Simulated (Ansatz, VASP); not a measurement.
# PdPt2Se6 in VASP and in Ansatz

File INCAR:

```
PREC     = Accurate       # precision mode
ENCUT    = 520            # plane-wave cutoff, eV
EDIFF    = 1E-6           # SCF threshold, eV
ISMEAR   = 0              # smearing method
SIGMA    = 0.1            # smearing width, eV
LREAL    = False          # projectors in reciprocal space
LASPH    = True           # aspherical terms in the spheres
NELM     = 150            # most SCF steps
ALGO     = Normal         # electronic algorithm
ISIF     = 2              # what is computed and relaxed
LWAVE    = False          # write WAVECAR
LCHARG   = False          # write CHGCAR
ISPIN    = 2              # spin polarisation
MAGMOM   = 1 1 1 0 0 0 0 0 0 # initial moments
LORBIT   = 11             # projections on sites
LMAXMIX  = 4              # l up to which the mixer works
GGA      = PE             # functional
NBANDS   = 47             # bands
```

The input KPOINTS:

```
regular mesh
0
Gamma
  3 3 4
```

The input POSCAR:

```
PdPt2Se6
1.0
    6.5682890000      0.0000000000      0.0000000000
   -3.2841445000      5.6883051000      0.0000000000
    0.0000000000      0.0000000000      5.1773769000
Pd Pt Se
1 2 6
Direct
    0.0000000000      0.0000000000      0.0000000000
    0.3333333000      0.6666667000      0.0000000000
    0.6666667000      0.3333333000      0.0000000000
    0.3356200000      0.0000000000      0.2492540000
    0.0000000000      0.3356200000      0.2492540000
    0.6643800000      0.6643800000      0.2492540000
    0.6643800000      0.0000000000      0.7507460000
    0.3356200000      0.3356200000      0.7507460000
    0.0000000000      0.6643800000      0.7507460000
```

Input for Ansatz:

```yaml
crystal:
  lattice:
    - [6.568289, 0.0, 0.0]
    - [-3.2841445, 5.6883051, 0.0]
    - [0.0, 0.0, 5.1773769]
  atoms:
    - { symbol: Pd, position: [0.0, 0.0, 0.0], spin: 1.0 }
    - { symbol: Pt, position: [0.3333333, 0.6666667, 0.0], spin: 1.0 }
    - { symbol: Pt, position: [0.6666667, 0.3333333, 0.0], spin: 1.0 }
    - { symbol: Se, position: [0.33562, 0.0, 0.249254] }
    - { symbol: Se, position: [0.0, 0.33562, 0.249254] }
    - { symbol: Se, position: [0.66438, 0.66438, 0.249254] }
    - { symbol: Se, position: [0.66438, 0.0, 0.750746] }
    - { symbol: Se, position: [0.33562, 0.33562, 0.750746] }
    - { symbol: Se, position: [0.0, 0.66438, 0.750746] }
basis:
  ecutwfc: 420
kpoints:
  mp_grid: { grid: [3, 3, 4] }
hamiltonian:
  xc: pbe
scf:
  occupations: { method: gaussian, width: 0.1 }
  lower_state_search: "off"
output:
  forces: true
  stress: true
  eigenvalues: true
  populations: true
magnetization:
  spin_polarized: true
```

Alike in both runs: task single point; functional PBE; k mesh 3 × 3 × 4; occupations gaussian, width 0.1 eV; collinear spin.

```csv
,VASP,Ansatz
version,VASP 6.6.1,Ansatz 0.2.0
potentials or method,"VASP PAW PBE potentials, release 64 (Pd, Pt, Se), cutoff 520 eV","scalar-relativistic, plane waves, PAW"
valence electrons in the cell,66,150
```

```tsv
	VASP	Ansatz	Ansatz less VASP
gap on the k mesh at the Fermi level (eV)	none	none	-
pressure (GPa)	0.0	0.1	+0.03
rms of the force components (eV/Å)	0.007	0.009	+0.0019
net moment per atom (μB)	0.00	0.00	0.000
```

Atom by atom the forces differ by 0.003 eV/Å (rms over components). A gap of «none» marks a metal or a gap that the smearing closes. With one functional, cell and mesh, what is left measures potentials, basis and numerics. VASP's potentials hold 66 valence electrons a cell and Ansatz's 150, so a difference there can come from the potentials and not from the codes. Ansatz's warnings: seeded moment not kept.

The k mesh is coarse, so the values compare programs but aren't converged. Spin-orbit coupling is off throughout.
